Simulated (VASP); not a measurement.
Set up this calculation in VASP 6.6.1, as the native input.

- Task: single point
- Functional: PBE
- Potentials or basis: VASP PAW PBE potentials, release 64 (Ga_d, P)
- Cutoff: 520 eV
- k mesh: 9 × 9 × 9
- Occupations: gaussian, width 0.05 eV
- Spin: no spin polarisation
- Dipole correction: no
- Further INCAR settings: ALGO = Normal; EDIFF = 1e-06; NBANDS = 26

The structure of GaP lies in POSCAR:

```
GaP
1.0
    1.8321074197      1.0577677119      6.8478068324
   -1.8321074197      1.0577677119      6.8478068324
    0.0000000000     -2.1155354239      6.8478068324
Ga P
2 2
Direct
    0.4355841032      0.4355841032      0.4355841032
    0.5644158968      0.5644158968      0.5644158968
    0.0575077006      0.0575077006      0.0575077006
    0.9424922994      0.9424922994      0.9424922994
```

One way to write it, as run:

INCAR

```
PREC = Accurate
ENCUT = 520
EDIFF = 1E-6
ISMEAR = 0
SIGMA = 0.05
LREAL = F
LASPH = T
NELM = 100
ALGO = Normal
ISIF = 2
LWAVE = F
LCHARG = T
GGA = PE
LELF = T
LVHAR = T
NBANDS = 26
```

KPOINTS

```
regular mesh
0
Gamma
  9 9 9
```

Potentials or basis: VASP PAW PBE potentials, release 64 (Ga_d, P).

The run is started by

```console
$ cat potpaw_PBE.64/Ga_d/POTCAR potpaw_PBE.64/P/POTCAR > POTCAR
$ mpirun -np 1 vasp_std > vasp.out
```

It gave:

```json
{"Pressure": "5.2 GPa", "Largest force": "1.047 eV/Å", "Band gap on the k mesh": "0.04 eV"}
```

Caveat: the stress differs along the axes, from -9 to 12 GPa; semilocal functionals underestimate gaps, and a narrow one can read as zero; forces of over 1 eV/Å act on the atoms, so gaps and moduli don't describe the material at rest.

Wall time 7.3 min on 1 thread of AMD EPYC 9R45 96-Core Processor (Zen 5) (shared host), peak memory 0.44 GiB.
